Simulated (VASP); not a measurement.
# Bi (Im-3m) in VASP: notebook

Bi is run at these levels: PBE; tasks: single point.

Everything below comes from runs of VASP 6.6.1. Logs are shortened: lines on timing, memory, paths and dates and some standing lists are left out, and cuts for length are marked.

### Step 1. The cell of the first run

Symmetry: Im-3m, No. 229, cubic system. Conventional cell: a = 4.062 Å, b = 4.062 Å, c = 4.062 Å, α = 90.00°, β = 90.00°, γ = 90.00°. Bi (site symmetry m-3m) has 14 Bi at 3.52 to 4.06 Å within 4.6 Å.

### Step 2. Single point, PBE (volume scaled by 1.06)

INCAR reads:

```
SYSTEM = Bi
  PREC = Accurate
  ENCUT = 520
  EDIFF = 1E-6
  ISMEAR = 0
  SIGMA = 0.1
  LREAL = .FALSE.
  LASPH = .TRUE.
  NELM = 60
  ALGO = Fast
  ISIF = 2
  LWAVE = .FALSE.
  LCHARG = .FALSE.
  GGA = PE
  NBANDS = 14
```

KPOINTS reads:

```
Automatic mesh
0
G
  16 16 16
  0 0 0
```

POSCAR reads:

```
Bi
1.0
   -2.0308678007      2.0308678007      2.0308678007
    2.0308678007     -2.0308678007      2.0308678007
    2.0308678007      2.0308678007     -2.0308678007
Bi
1
Direct
    0.0000000000      0.0000000000      0.0000000000
```

Potentials or basis: VASP PAW PBE potentials, release 64 (Bi_d).

Command:

```sh
> cat potpaw_PBE.64/Bi_d/POTCAR > POTCAR
> mpirun -np 1 vasp_std > vasp.out
```

OUTCAR:

```text
SYSTEM = Bi
   PREC = Accurate
   ENCUT = 520
   EDIFF = 1E-6
   ISMEAR = 0
   LREAL = .FALSE.
   LASPH = .TRUE.
   NELM = 60
   ISIF = 2
   GGA = PE

 ion  position               nearest neighbor table
   1  0.000  0.000  0.000-

  LATTYP: Found a body centered cubic cell.
 ALAT       =     4.0617356014

  Lattice vectors:

 A1 = (  -2.0308678007,   2.0308678007,   2.0308678007)
 A2 = (   2.0308678007,  -2.0308678007,   2.0308678007)
 A3 = (   2.0308678007,   2.0308678007,  -2.0308678007)

Analysis of symmetry for initial positions (statically):
=====================================================================
 Subroutine PRICEL returns:
 Original cell was already a primitive cell.

 Routine SETGRP: Setting up the symmetry group for a
 body centered cubic supercell.

 Subroutine GETGRP returns: Found 48 space group operations
 (whereof 48 operations were pure point group operations)
 out of a pool of 48 trial point group operations.

The static configuration has the point symmetry O_h .

Analysis of symmetry for dynamics (positions and initial velocities):
=====================================================================
 Subroutine PRICEL returns:
 Original cell was already a primitive cell.

 Routine SETGRP: Setting up the symmetry group for a
 body centered cubic supercell.

 Subroutine GETGRP returns: Found 48 space group operations
 (whereof 48 operations were pure point group operations)
 out of a pool of 48 trial point group operations.

The dynamic configuration has the point symmetry O_h .

 Subroutine INISYM returns: Found 48 space group operations
 (whereof 48 operations are pure point group operations),
 and found     1 'primitive' translations

----------------------------------------------------------------------------------------

                                     Primitive cell

  volume of cell :      33.5046

  direct lattice vectors                    reciprocal lattice vectors
    -2.030867801  2.030867801  2.030867801     0.000000000  0.246200171  0.246200171
     2.030867801 -2.030867801  2.030867801     0.246200171  0.000000000  0.246200171
     2.030867801  2.030867801 -2.030867801     0.246200171  0.246200171  0.000000000

  length of vectors
     3.517566214  3.517566214  3.517566214     0.348179621  0.348179621  0.348179621

  position of ions in fractional coordinates (direct lattice)
     0.000000000  0.000000000  0.000000000

  ion indices of the primitive-cell ions
   primitive index   ion index
                 1           1

----------------------------------------------------------------------------------------

 KPOINTS: Automatic mesh

Automatic generation of k-mesh.
 Grid dimensions read from file:
 generate k-points for:   16   16   16

 Generating k-lattice:

  Cartesian coordinates                     Fractional coordinates (reciprocal lattice)
     0.000000000  0.015387511  0.015387511     0.062500000  0.000000000  0.000000000
     0.015387511  0.000000000  0.015387511     0.000000000  0.062500000  0.000000000
     0.015387511  0.015387511  0.000000000     0.000000000  0.000000000  0.062500000

  Length of vectors
     0.021761226  0.021761226  0.021761226

  Shift w.r.t. Gamma in fractional coordinates (k-lattice)
     0.000000000  0.000000000  0.000000000

 Subroutine IBZKPT returns following result:
 ===========================================

 Found    145 irreducible k-points:

 Following reciprocal coordinates:
            Coordinates               Weight
  0.000000  0.000000  0.000000      1.000000
  0.062500  0.000000  0.000000     12.000000
  0.125000  0.000000  0.000000     12.000000
  0.187500  0.000000  0.000000     12.000000
  0.250000  0.000000  0.000000     12.000000
  0.312500  0.000000  0.000000     12.000000
[... 16 lines left out ...]
  0.187500  0.187500  0.000000     24.000000
  0.250000  0.187500  0.000000     48.000000
 [... further k-points ...]
   k-points           NKPTS =    145   k-points in BZ     NKDIM =    145   number of bands    NBANDS=     14
   number of dos      NEDOS =    301   number of ions     NIONS =      1
   total plane-waves  NPLWV =  21952
   dimension x,y,z NGX =    28 NGY =   28 NGZ =   28
   dimension x,y,z NGXF=    56 NGYF=   56 NGZF=   56
   ions per type =               1
   NGX,Y,Z   is equivalent  to a cutoff of  13.23, 13.23, 13.23 a.u.
   NGXF,Y,Z  is equivalent  to a cutoff of  26.47, 26.47, 26.47 a.u.
 SYSTEM =  Bi
   PREC   = accura    normal or accurate (medium, high low for compatibility)
   ISTART =      0    job   : 0-new  1-cont  2-samecut
   ICHARG =      2    charge: 1-file 2-atom 10-const
   ISPIN  =      1    spin polarized calculation?
   LNONCOLLINEAR =      F non collinear calculations
   LSORBIT =      F    spin-orbit coupling
   LASPH  =      T    aspherical Exc in radial PAW
   ENCUT  =  520.0 eV  38.22 Ry    6.18 a.u.   6.54  6.54  6.54*2*pi/ulx,y,z
   NELM   =     60;   NELMIN=  2; NELMDL= -5     # of ELM steps
   EDIFF  = 0.1E-05   stopping-criterion for ELM
   LREAL  =      F    real-space projection
   EDIFFG = 0.1E-04   stopping-criterion for IOM
   NSW    =      0    number of steps for IOM
   IBRION =     -1    ionic relax: 0-MD 1-quasi-New 2-CG
   NFREE  =      0    steps in history (QN), initial steepest desc. (CG)
   ISIF   =      2    stress and relaxation
   ISYM   =      2    0-nonsym 1-usesym 2-fastsym
   POTIM  = 0.5000    time-step for ionic-motion
   TEBEG  =    0.0;   TEEND  =   0.0 temperature during run
   PSTRESS=    0.0 pullay stress
   NELECT =      15.0000    total number of electrons
   NUPDOWN=      -1.0000    fix difference up-down
   EMIN   =  10.00;   EMAX   =-10.00  energy-range for DOS
   EFERMI =   0.00;   METHOD = LEGACY
   ISMEAR =     0;   SIGMA  =   0.10  broadening in eV -4-tet -1-fermi 0-gaus
   EFERMI_NEDOS =   21; number of points for ismear=-14 and -15
   IALGO  =     68    algorithm
   IMIX   =      4    mixing-type and parameters
     AMIX     =   0.40;   BMIX     =  1.00
     AMIX_MAG =   1.60;   BMIX_MAG =  1.00
  volume/ion in A,a.u.               =      33.50       226.10
  Fermi-wavevector in a.u.,A,eV,Ry     =   1.252382  2.366659 21.340214  1.568462
  Thomas-Fermi vector in A             =   2.386285
   LORBIT       =      0    0 simple, 1 ext, 2 COOP (PROOUT), +10 PAW based schemes
   GGA     = PE    functional components
   LHFCALC =     F    Hartree Fock is set to
   AEXX    =    0.0000 exact exchange contribution
   IVDW    =     0    specifies the selected vdW correction
   LEPSILON=     F    determine dielectric tensor
   LRPA    =     F    only Hartree local field effects (RPA)
 non-spin polarized calculation
 RMM-DIIS sequential band-by-band and
 Gauss-broadening in eV      SIGMA  =   0.10
  energy-cutoff  :      520.00
  volume of cell :       33.50
 maximum number of plane-waves:       935
 NGX is ok and might be reduce to    28
   NGX = 13   NGY = 13   NGZ = 13

 number of electron      15.0000005 magnetization

 Free energy of the ion-electron system (eV)
  ---------------------------------------------------
  ext. energy  EPLUGINS =         0.00000000
  ---------------------------------------------------
  free energy    TOTEN  =        -3.74040614 eV

  energy without entropy =       -3.73606704  energy(sigma->0) =       -3.73823659

 E-fermi :   7.0048     XC(G=0):  -9.9447

 val. band max:        7.0046229204   @ k =  -0.4375   0.5000   0.1250
 cond. band min:       7.0614063136   @ k =   0.2500   0.2500   0.1250
 fundamental gap:      0.0567833931
 Fermi energy:         7.0048420082

 k-point     1 :       0.0000    0.0000    0.0000
  band No.  band energies     occupation
      1     -15.9632      2.00000
      2     -15.9632      2.00000
      3     -15.9632      2.00000
      4     -15.8631      2.00000
      5     -15.8631      2.00000
      6      -6.0104      2.00000
      7      11.6335      0.00000
      8      11.6335      0.00000
      9      11.6335      0.00000
     10      15.2501      0.00000
     11      17.4732      0.00000
     12      17.4732      0.00000
     13      17.4733      0.00000
     14      18.2569      0.00000

 k-point     2 :       0.0625    0.0000    0.0000
  band No.  band energies     occupation
      1     -15.9643      2.00000
      2     -15.9611      2.00000
      3     -15.9570      2.00000
      4     -15.8644      2.00000
      5     -15.8633      2.00000
      6      -5.9456      2.00000
      7      10.8936      0.00000
      8      11.4377      0.00000
      9      11.5815      0.00000
     10      15.7613      0.00000
     11      16.7429      0.00000
     12      16.9579      0.00000
     13      17.3310      0.00000
     14      18.5581      0.00000

 k-point     3 :       0.1250    0.0000    0.0000
  band No.  band energies     occupation
      1     -15.9676      2.00000
      2     -15.9553      2.00000
      3     -15.9394      2.00000
      4     -15.8681      2.00000
      5     -15.8641      2.00000
      6      -5.7531      2.00000
      7       9.4158      0.00000
      8      10.9460      0.00000
      9      11.4303      0.00000
     10      15.3782      0.00000
     11      16.2914      0.00000
     12      17.1501      0.00000
     13      17.2085      0.00000
     14      19.3021      0.00000
[... 324 lines left out ...]
 k-point    23 :       0.1875    0.1875    0.0000
  band No.  band energies     occupation
      1     -15.9700      2.00000
      2     -15.9370      2.00000
      3     -15.8802      2.00000
      4     -15.8712      2.00000
      5     -15.8504      2.00000
      6      -4.4003      2.00000
      7       5.0944      2.00000
      8       7.7842      0.00000
      9      10.0187      0.00000
     10      14.7519      0.00000
     11      15.7554      0.00000
     12      18.2516      0.00000
     13      19.1032      0.00000
     14      20.9268      0.00000

 k-point    24 :       0.2500    0.1875    0.0000
  band No.  band energies     occupation
      1     -15.9713      2.00000
      2     -15.9293      2.00000
      3     -15.8786      2.00000
      4     -15.8735      2.00000
      5     -15.8344      2.00000
      6      -3.9167      2.00000
      7       4.1985      2.00000
      8       6.9656      1.42063
      9       9.7334      0.00000
     10      14.6004      0.00000
     11      16.1079      0.00000
     12      18.2931      0.00000
     13      20.2046      0.00000
     14      20.8269      0.00000

 [... further k-points ...]
[... 5 lines left out ...]
  --------------------------------------------------------------------------------------
  -------------------------------------------------------------------------------------
  Total       -0.5453066     -0.5453066     -0.5453066     -0.0000000     -0.0000000      0.0000000
  in kB      -26.0763253    -26.0763253    -26.0763253     -0.0000000     -0.0000000      0.0000000
  external PRESSURE =     -26.0763253 kB  Pullay stress =       0.0000000 kB

 VOLUME and BASIS-vectors are now :
 -----------------------------------------------------------------------------
  energy-cutoff  :      520.00
  volume of cell :       33.50
      direct lattice vectors                 reciprocal lattice vectors
    -2.030867801  2.030867801  2.030867801     0.000000000  0.246200171  0.246200171
     2.030867801 -2.030867801  2.030867801     0.246200171  0.000000000  0.246200171
     2.030867801  2.030867801 -2.030867801     0.246200171  0.246200171  0.000000000

 POSITION                                       TOTAL-FORCE (eV/Angst)
 -----------------------------------------------------------------------------------
      0.00000      0.00000      0.00000         0.000000      0.000000      0.000000
 -----------------------------------------------------------------------------------
    total drift:                                0.000000      0.000000      0.000000

  FREE ENERGIE OF THE ION-ELECTRON SYSTEM (eV)
  ---------------------------------------------------
  free  energy   TOTEN  =        -3.7404061354 eV

  energy  without entropy=       -3.7360670410  energy(sigma->0) =       -3.73823659
```

It took 82 s on 1 thread of AMD EPYC 7R13 (Zen 3), shared host; peak memory 0.16 GiB.

What came out:

- Free energy: -3.7404 eV
- Pressure: -2.6 GPa

Caveat: spin-orbit coupling is left out, which moves the levels of the heavy elements.

(Part 1 of 2 ends here.)
